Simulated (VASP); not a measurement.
# OsSe in VASP: notebook, part 2 of 2

VASP 6.6.1.

## 3. Single point, r2SCAN, collinear spin (21.27 Å³/atom)

This run uses another cell than the first one, of 21.27 Å³/atom.

File POSCAR:

```
OsSe
1.0
    0.0000000000      2.7707676527      2.7707676527
    2.7707676527      0.0000000000      2.7707676527
    2.7707676527      2.7707676527      0.0000000000
Os Se
1 1
Direct
    0.0000000000      0.0000000000      0.0000000000
    0.2500000000      0.2500000000      0.2500000000
```

File INCAR.step1:

```
SYSTEM = OsSe
PREC     = Accurate       ! precision mode
ENCUT    = 520            ! plane-wave cutoff, eV
ISMEAR   = 0              ! smearing method
SIGMA    = 0.05           ! smearing width, eV
LREAL    = .FALSE.        ! projectors in reciprocal space
LASPH    = .TRUE.         ! aspherical terms in the spheres
NELM     = 150            ! most SCF steps
ISPIN    = 2              ! spin polarisation
MAGMOM   = 0.11 0         ! initial moments
LMAXMIX  = 4              ! l up to which the mixer works
NBANDS   = 18             ! bands
GGA      = PE             ! functional
ALGO     = Normal         ! electronic algorithm
EDIFF    = 1E-4           ! SCF threshold, eV
LWAVE    = .TRUE.         ! write WAVECAR
LCHARG   = .FALSE.        ! write CHGCAR
```

File INCAR.step2:

```
SYSTEM = OsSe
PREC     = Accurate       ! precision mode
ENCUT    = 520            ! plane-wave cutoff, eV
EDIFF    = 1E-6           ! SCF threshold, eV
ISMEAR   = 0              ! smearing method
SIGMA    = 0.05           ! smearing width, eV
LREAL    = .FALSE.        ! projectors in reciprocal space
LASPH    = .TRUE.         ! aspherical terms in the spheres
NELM     = 150            ! most SCF steps
ALGO     = Normal         ! electronic algorithm
ISIF     = 2              ! what is computed and relaxed
LWAVE    = .FALSE.        ! write WAVECAR
LCHARG   = .FALSE.        ! write CHGCAR
ISPIN    = 2              ! spin polarisation
MAGMOM   = 0.11 0         ! initial moments
LORBIT   = 11             ! projections on sites
LMAXMIX  = 4              ! l up to which the mixer works
METAGGA  = R2SCAN         ! meta-GGA
LMIXTAU  = .TRUE.       
NBANDS   = 18             ! bands
ISTART   = 1
```

File KPOINTS:

```
Automatic mesh
0
G
  10 10 10
  0 0 0
```

Potentials or basis: VASP PAW PBE potentials, release 64 (Os, Se).

Launch:

```bash
> cat potpaw_PBE.64/Os/POTCAR potpaw_PBE.64/Se/POTCAR > POTCAR
> cp INCAR.step1 INCAR
> mpirun -np 1 vasp_std > vasp.out
> cp INCAR.step2 INCAR
> mpirun -np 1 vasp_std > vasp.out
```

OUTCAR:

```text
SYSTEM = OsSe
   PREC = Accurate
   ENCUT = 520
   EDIFF = 1E-6
   ISMEAR = 0
   LREAL = .FALSE.
   LASPH = .TRUE.
   NELM = 150
   ISIF = 2
   ISPIN = 2
   LORBIT = 11
   METAGGA = R2SCAN
   ISTART = 1

 ion  position               nearest neighbor table
   1  0.000  0.000  0.000-   2 2.40   2 2.40   2 2.40   2 2.40
   2  0.250  0.250  0.250-   1 2.40   1 2.40   1 2.40   1 2.40

  LATTYP: Found a face centered cubic cell.
 ALAT       =     5.5415353054

  Lattice vectors:

 A1 = (   0.0000000000,   2.7707676527,   2.7707676527)
 A2 = (   2.7707676527,   0.0000000000,   2.7707676527)
 A3 = (   2.7707676527,   2.7707676527,   0.0000000000)

Analysis of symmetry for initial positions (statically):
=====================================================================
 Subroutine PRICEL returns:
 Original cell was already a primitive cell.

 Routine SETGRP: Setting up the symmetry group for a
 face centered cubic supercell.

 Subroutine GETGRP returns: Found 24 space group operations
 (whereof 24 operations were pure point group operations)
 out of a pool of 48 trial point group operations.

The static configuration has the point symmetry T_d .
[... 694 lines left out ...]
  band No.  band energies     occupation
      1     -11.2008      1.00000
      2      -0.9542      1.00000
      3      -0.9542      1.00000
      4      -0.9542      1.00000
      5       3.1020      1.00000
      6       3.1021      1.00000
[... 493 lines left out ...]
     17      22.6960      0.00000
     18      23.0559      0.00000

 [... further k-points ...]
[... 5 lines left out ...]
  --------------------------------------------------------------------------------------
  -------------------------------------------------------------------------------------
  Total       -1.3376970     -1.3376970     -1.3376970     -0.0000000      0.0000000      0.0000000
  in kB      -50.3776612    -50.3776612    -50.3776612     -0.0000000      0.0000000      0.0000000
  external PRESSURE =     -50.3776612 kB  Pullay stress =       0.0000000 kB

 VOLUME and BASIS-vectors are now :
 -----------------------------------------------------------------------------
  energy-cutoff  :      520.00
  volume of cell :       42.54
      direct lattice vectors                 reciprocal lattice vectors
     0.000000000  2.770767653  2.770767653    -0.180455405  0.180455405  0.180455405
     2.770767653  0.000000000  2.770767653     0.180455405 -0.180455405  0.180455405
     2.770767653  2.770767653  0.000000000     0.180455405  0.180455405 -0.180455405

 POSITION                                       TOTAL-FORCE (eV/Angst)
 -----------------------------------------------------------------------------------
      0.00000      0.00000      0.00000        -0.000000      0.000000      0.000000
      1.38538      1.38538      1.38538         0.000000     -0.000000     -0.000000
 -----------------------------------------------------------------------------------
    total drift:                                0.000000      0.000000      0.000000

  FREE ENERGIE OF THE ION-ELECTRON SYSTEM (eV)
  ---------------------------------------------------
  free  energy   TOTEN  =       -66.0517107918 eV

  energy  without entropy=      -66.0493435544  energy(sigma->0) =      -66.05052717

 total charge

# of ion       s       p       d       tot
------------------------------------------
    1        0.569   0.451   6.252   7.271
    2        1.417   2.342   0.187   3.946
--------------------------------------------------
tot          1.986   2.793   6.439  11.217

 magnetization (x)

# of ion       s       p       d       tot
------------------------------------------
    1        0.003   0.004   0.134   0.141
    2        0.002  -0.006   0.001  -0.003
--------------------------------------------------
tot          0.005  -0.002   0.135   0.138
```

Wall time 7.1 min (1 thread of Intel Xeon 8259CL, shared host); peak memory 0.24 GiB.

What came out:

```
Free energy                                           : -66.0517 eV
Pressure                                              : -5.0 GPa
Net moment                                            : 0.15 μB per cell
Site moments                                          : Os +0.14; Se -0.00 μB
Valence electrons inside the program's atomic spheres : Os 7.27; Se 3.95
```

Levels at points of the mesh, in eV from the Fermi level:
Spin up:
| k point | band 4 | band 5 | band 6 | band 7 | band 8 | band 9 | band 10 | band 11 |
| --- | --- | --- | --- | --- | --- | --- | --- | --- |
| (0.00, 0.00, 0.00) | -6.17 | -2.08 | -2.08 | 1.07 | 3.87 | 3.87 | 3.87 | 7.26 |
| (0.50, 0.00, 0.00) | -5.76 | -1.74 | -1.74 | -1.51 | 1.51 | 1.51 | 3.42 | 8.96 |
| (0.50, 0.50, 0.00) | -4.93 | -2.52 | -1.73 | -1.33 | -0.48 | -0.48 | 5.86 | 6.67 |
Spin down:
| k point | band 4 | band 5 | band 6 | band 7 | band 8 | band 9 | band 10 | band 11 |
| --- | --- | --- | --- | --- | --- | --- | --- | --- |
| (0.00, 0.00, 0.00) | -6.10 | -2.04 | -2.04 | 1.11 | 3.98 | 3.98 | 3.98 | 7.29 |
| (0.50, 0.00, 0.00) | -5.71 | -1.69 | -1.69 | -1.35 | 1.62 | 1.62 | 3.47 | 8.99 |
| (0.50, 0.50, 0.00) | -4.89 | -2.40 | -1.69 | -1.29 | -0.33 | -0.33 | 5.93 | 6.72 |

Caveat: the cell stands under tension; a moment this small can come from the mesh or the smearing; the PAW data sets were made with another functional, which shifts forces and pressure a little; spin-orbit coupling is left out, which moves the levels of the heavy elements.

## 4. Single point, r2SCAN, collinear spin (21.89 Å³/atom)

This run uses another cell than the first one, of 21.89 Å³/atom.

File POSCAR:

```
OsSe
1.0
    0.0000000000      2.7971575043      2.7971575043
    2.7971575043      0.0000000000      2.7971575043
    2.7971575043      2.7971575043      0.0000000000
Os Se
1 1
Direct
    0.0000000000      0.0000000000      0.0000000000
    0.2500000000      0.2500000000      0.2500000000
```

File INCAR.step1:

```
SYSTEM = OsSe
PREC = Accurate ; ENCUT = 520
ISMEAR = 0 ; SIGMA = 0.05
LREAL = .FALSE. ; LASPH = .TRUE.
NELM = 150 ; ISPIN = 2
MAGMOM = 0.12 0 ; LMAXMIX = 4
NBANDS = 18 ; GGA = PE
ALGO = Normal ; EDIFF = 1E-4
LWAVE = .TRUE. ; LCHARG = .FALSE.
```

File INCAR.step2:

```
SYSTEM = OsSe
PREC = Accurate ; ENCUT = 520
EDIFF = 1E-6 ; ISMEAR = 0
SIGMA = 0.05 ; LREAL = .FALSE.
LASPH = .TRUE. ; NELM = 150
ALGO = Normal ; ISIF = 2
LWAVE = .FALSE. ; LCHARG = .FALSE.
ISPIN = 2 ; MAGMOM = 0.12 0
LORBIT = 11 ; LMAXMIX = 4
METAGGA = R2SCAN ; LMIXTAU = .TRUE.
NBANDS = 18 ; ISTART = 1
```

File KPOINTS:

```
regular mesh
0
G
  10 10 10
  0 0 0
```

Launch:

```bash
> cat potpaw_PBE.64/Os/POTCAR potpaw_PBE.64/Se/POTCAR > POTCAR
> cp INCAR.step1 INCAR
> mpirun -np 1 vasp_std > vasp.out
> cp INCAR.step2 INCAR
> mpirun -np 1 vasp_std > vasp.out
```

Wall time 9.3 min (1 thread of Intel Xeon 8259CL, shared host); peak memory 0.24 GiB.

It converged, with:

| Quantity | Value |
| --- | --- |
| Free energy | -65.9999 eV |
| Pressure | -8.5 GPa |
| Net moment | 0.16 μB per cell |
| Site moments | Os +0.16; Se -0.00 μB |
| Valence electrons inside the program's atomic spheres | Os 7.20; Se 3.92 |

Levels at points of the mesh, in eV from the Fermi level:
Spin up:
| k point | band 4 | band 5 | band 6 | band 7 | band 8 | band 9 | band 10 | band 11 |
| --- | --- | --- | --- | --- | --- | --- | --- | --- |
| (0.00, 0.00, 0.00) | -6.01 | -2.00 | -2.00 | 0.98 | 3.70 | 3.70 | 3.70 | 7.17 |
| (0.50, 0.00, 0.00) | -5.61 | -1.69 | -1.69 | -1.46 | 1.45 | 1.45 | 3.33 | 8.78 |
| (0.50, 0.50, 0.00) | -4.83 | -2.41 | -1.69 | -1.29 | -0.46 | -0.46 | 5.68 | 6.50 |
Spin down:
| k point | band 4 | band 5 | band 6 | band 7 | band 8 | band 9 | band 10 | band 11 |
| --- | --- | --- | --- | --- | --- | --- | --- | --- |
| (0.00, 0.00, 0.00) | -5.93 | -1.96 | -1.96 | 1.02 | 3.83 | 3.83 | 3.83 | 7.20 |
| (0.50, 0.00, 0.00) | -5.55 | -1.62 | -1.62 | -1.29 | 1.57 | 1.57 | 3.39 | 8.81 |
| (0.50, 0.50, 0.00) | -4.79 | -2.26 | -1.64 | -1.25 | -0.29 | -0.29 | 5.76 | 6.56 |

Caveat: the cell stands under tension; a moment this small can come from the mesh or the smearing; the PAW data sets were made with another functional, which shifts forces and pressure a little; spin-orbit coupling is left out, which moves the levels of the heavy elements.

## 5. Single point, r2SCAN, collinear spin

This run uses another cell than the first one, of 20.04 Å³/atom.

File POSCAR:

```
OsSe
1.0
    0.0000000000      2.7347795838      2.6800839921
    2.7347795838      0.0000000000      2.6800839921
    2.7347795838      2.7347795838      0.0000000000
Os Se
1 1
Direct
    0.0000000000      0.0000000000      0.0000000000
    0.2500000000      0.2500000000      0.2500000000
```

File INCAR.step1:

```
SYSTEM = OsSe
  ALGO = Normal
  EDIFF = 1E-4
  ENCUT = 520
  GGA = PE
  ISMEAR = 0
  ISPIN = 2
  LASPH = .True.
  LCHARG = .False.
  LMAXMIX = 4
  LREAL = .False.
  LWAVE = .True.
  MAGMOM = 0.11 0
  NBANDS = 18
  NELM = 150
  PREC = Accurate
  SIGMA = 0.05
```

File INCAR.step2:

```
SYSTEM = OsSe
  ALGO = Normal
  EDIFF = 1E-7
  ENCUT = 520
  ISIF = 2
  ISMEAR = 0
  ISPIN = 2
  ISTART = 1
  LASPH = .True.
  LCHARG = .False.
  LMAXMIX = 4
  LMIXTAU = .True.
  LORBIT = 11
  LREAL = .False.
  LWAVE = .False.
  MAGMOM = 0.11 0
  METAGGA = R2SCAN
  NBANDS = 18
  NELM = 150
  PREC = Accurate
  SIGMA = 0.05
```

File KPOINTS:

```
k-points
0
Gamma
  10 10 10
  0 0 0
```

Launch:

```bash
> cat potpaw_PBE.64/Os/POTCAR potpaw_PBE.64/Se/POTCAR > POTCAR
> cp INCAR.step1 INCAR
> mpirun -np 1 vasp_std > vasp.out
> cp INCAR.step2 INCAR
> mpirun -np 1 vasp_std > vasp.out
```

Run time: 16 min. Hardware: 1 thread of Intel Xeon 8259CL, shared host; peak memory 0.28 GiB.

It converged, with:

```yaml
Free_energy: -66.0623 eV
Pressure: 3.9 GPa
Band_gap_on_the_k_mesh: zero (filled and empty bands overlap)
Net_moment: 0.00 μB per cell
Valence_electrons_inside_the_program's_atomic_spheres: Os 7.43; Se 4.01
```

Stress tensor (GPa, compression positive):
```
3.84 0.00 0.00
0.00 3.84 0.00
0.00 0.00 4.16
```

Levels at points of the mesh, in eV from the Fermi level:
Spin up:
```tsv
k point	band 4	band 5	band 6	band 7	band 8	band 9	band 10	band 11
(0.00, 0.00, 0.00)	-6.46	-2.30	-2.15	1.31	4.23	4.23	4.33	7.46
(0.50, 0.00, 0.00)	-5.99	-1.85	-1.83	-1.53	1.66	1.71	3.64	9.25
(0.50, 0.50, 0.00)	-5.15	-2.66	-1.72	-1.41	-0.44	-0.44	6.23	6.94
(0.50, 0.00, 0.50)	-5.02	-2.76	-1.83	-1.37	-0.50	-0.41	6.36	7.09
```
Spin down:
| k point | band 3 | band 4 | band 5 | band 6 | band 7 | band 8 | band 9 | band 10 | band 11 | band 12 |
| --- | --- | --- | --- | --- | --- | --- | --- | --- | --- | --- |
| (0.00, 0.00, 0.00) | -6.48 | -6.46 | -2.30 | -2.15 | 1.31 | 4.23 | 4.23 | 4.33 | 7.46 | 7.46 |
| (0.50, 0.00, 0.00) | -6.08 | -5.99 | -1.85 | -1.83 | -1.53 | 1.66 | 1.71 | 3.64 | 9.25 | 9.31 |
| (0.50, 0.50, 0.00) | -5.15 | -5.15 | -2.66 | -1.72 | -1.41 | -0.44 | -0.44 | 6.23 | 6.94 | 11.58 |
| (0.50, 0.00, 0.50) | -5.12 | -5.02 | -2.76 | -1.83 | -1.37 | -0.50 | -0.41 | 6.36 | 7.09 | 11.24 |

Caveat: the cell stands under pressure; the PAW data sets were made with another functional, which shifts forces and pressure a little; spin-orbit coupling is left out, which moves the levels of the heavy elements.

## 6. The runs side by side

```csv
cell,gap on the mesh (eV),pressure (GPa),moment (μB)
"a = 3.893 Å, angles 60.0°, 2 atoms",none,-2.4,0.14
"a = 3.918 Å, angles 60.0°, 2 atoms",none,-5.0,0.15
"a = 3.956 Å, angles 60.0°, 2 atoms",none,-8.5,0.16
"a = 3.829, b = 3.829, c = 3.868 Å, angles 59.7, 59.7, 60.7°, 2 atoms",none,3.9,0.00
```

Alike in all rows: task single point; level r2SCAN; potentials or basis VASP PAW PBE potentials, release 64 (Os, Se); spin collinear; k mesh 10 × 10 × 10; cutoff (eV) 520; smearing gaussian 0.05 eV.

Caveats: the PAW data sets were made with another functional, which shifts forces and pressure a little; spin-orbit coupling is left out, which moves the levels of the heavy elements; a moment this small can come from the mesh or the smearing (at least some runs); the cell stands under tension (at least some runs); the cell stands under pressure (at least some runs).

Total energies depend on the potentials used, so only differences within one code and one set of settings carry meaning.
